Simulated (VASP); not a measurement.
Set up this calculation in VASP 6.6.1, as the native input.

```
Task                   : single point
Functional             : PBE
Potentials or basis    : VASP PAW PBE potentials, release 64 (W_sv)
Cutoff                 : 520 eV
k mesh                 : 14 × 14 × 14
Occupations            : fermi-dirac, width 0.05 eV
Spin                   : no spin polarisation
Dipole correction      : no
Further INCAR settings : ALGO = Normal; EDIFF = 1e-06; NBANDS = 13
```

The structure of W lies in POSCAR:

```
W
1.0
    0.0000000000      2.0503000000      2.0300000000
    2.0503000000      0.0000000000      2.0300000000
    2.0503000000      2.0503000000      0.0000000000
W
1
Direct
    0.0000000000      0.0000000000      0.0000000000
```

This cell differs from its parent crystal: equal xx and yy strain of +1 %.

The input as run:

INCAR

```
SYSTEM = W
PREC = Accurate
ENCUT = 520
EDIFF = 1E-6
ISMEAR = -1
SIGMA = 0.05
LREAL = .False.
LASPH = .True.
NELM = 60
ALGO = Normal
ISIF = 2
LWAVE = .False.
LCHARG = .False.
GGA = PE
NBANDS = 13
```

KPOINTS

```
regular mesh
0
Gamma
  14 14 14
  0 0 0
```

Potentials or basis: VASP PAW PBE potentials, release 64 (W_sv).

Run with:

```bash
$ cat potpaw_PBE.64/W_sv/POTCAR > POTCAR
$ mpirun -np 1 vasp_std > vasp.out
```

Results of the run:

The pressure is -9.4 GPa. The band gap on the k mesh is zero (band 7 reaches 12.93 eV, above the bottom of band 8 at 9.50 eV).

Caveat: the cell differs from its parent crystal (equal xx and yy strain of +1 %); spin-orbit coupling is left out, which moves the levels of the heavy elements.

It took 13 s on 1 thread of Intel(R) Xeon(R) 6975P-C (Granite Rapids) (shared host), peak memory 0.18 GiB.
